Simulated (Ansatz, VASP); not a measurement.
**One calculation of N, two programs**

Contents of INCAR:

```
SYSTEM = N
PREC = Accurate
ENCUT = 520
EDIFF = 1E-6
ISMEAR = 0
SIGMA = 0.01
LREAL = .False.
LASPH = .True.
NELM = 100
ALGO = Normal
ISIF = 2
LWAVE = .False.
LCHARG = .False.
GGA = CA
NBANDS = 18
```

Contents of KPOINTS:

```
Automatic mesh
0
Gamma
  12 12 4
  0 0 0
```

File POSCAR:

```
N
1.0
    3.5804190885      0.0000000000      0.0000000000
   -1.7902095442      3.1007338868      0.0000000000
    0.0000000000      0.0000000000      7.6415025808
N
4
Direct
    0.3333333333      0.6666666667      0.3215708973
    0.3333333333      0.6666666667      0.1784291027
    0.6666666667      0.3333333333      0.8215708973
    0.6666666667      0.3333333333      0.6784291027
```

Input for Ansatz:

```yaml
crystal:
  lattice:
    - [3.5804190885, 0.0, 0.0]
    - [-1.7902095442, 3.1007338868, 0.0]
    - [0.0, 0.0, 7.6415025808]
  atoms:
    - { symbol: "N", position: [0.3333333333, 0.6666666667, 0.3215708973] }
    - { symbol: "N", position: [0.3333333333, 0.6666666667, 0.1784291027] }
    - { symbol: "N", position: [0.6666666667, 0.3333333333, 0.8215708973] }
    - { symbol: "N", position: [0.6666666667, 0.3333333333, 0.6784291027] }
kpoints:
  mp_grid: { grid: [12, 12, 4] }
  band_path:
    path:
      - [0.0, 0.0, 0.0]
      - [0.5, 0.0, 0.0]
      - [0.3333333333, 0.3333333333, 0.0]
      - [0.0, 0.0, 0.5]
      - [0.5, 0.0, 0.5]
      - [0.3333333333, 0.3333333333, 0.5]
      - [0.145833, 0.166667, 0.0]
      - [0.0, 0.5, 0.0]
    npoints: 1
hamiltonian:
  xc: lda
scf:
  occupations: { method: fixed }
  n_extra_bands: 5
output:
  forces: true
  stress: true
  eigenvalues: true
```

Alike in both runs: task single point; functional LDA; k mesh 12 × 12 × 4; no spin polarisation.

```csv
,VASP,Ansatz
version,VASP 6.6.1,Ansatz 0.2.0
potentials or method,"VASP PAW LDA potentials, release 64 (N)","plane waves, PAW"
plane-wave cutoff (eV),520,420
occupations,"gaussian, width 0.01 eV",fixed
valence electrons in the cell,20,20
```

|  | VASP | Ansatz | Ansatz less VASP |
| --- | --- | --- | --- |
| gap on the k mesh at the Fermi level (eV) | 6.85 | 6.90 | +0.050 |
| pressure (GPa) | 1.6 | -0.4 | -1.98 |
| traceless stress, the component that is largest in VASP (GPa) | 4.10 | -0.13 | -4.231 |
| rms of the force components (eV/Å) | 0.911 | 0.025 | -0.8856 |

LDA's correlation is that of Perdew and Zunger in VASP and of Perdew and Wang (1992) in Ansatz. Atom by atom the forces differ by 0.886 eV/Å (rms over components).

Noted on VASP's run: the standard files for N, O and F lose accuracy on very short bonds.
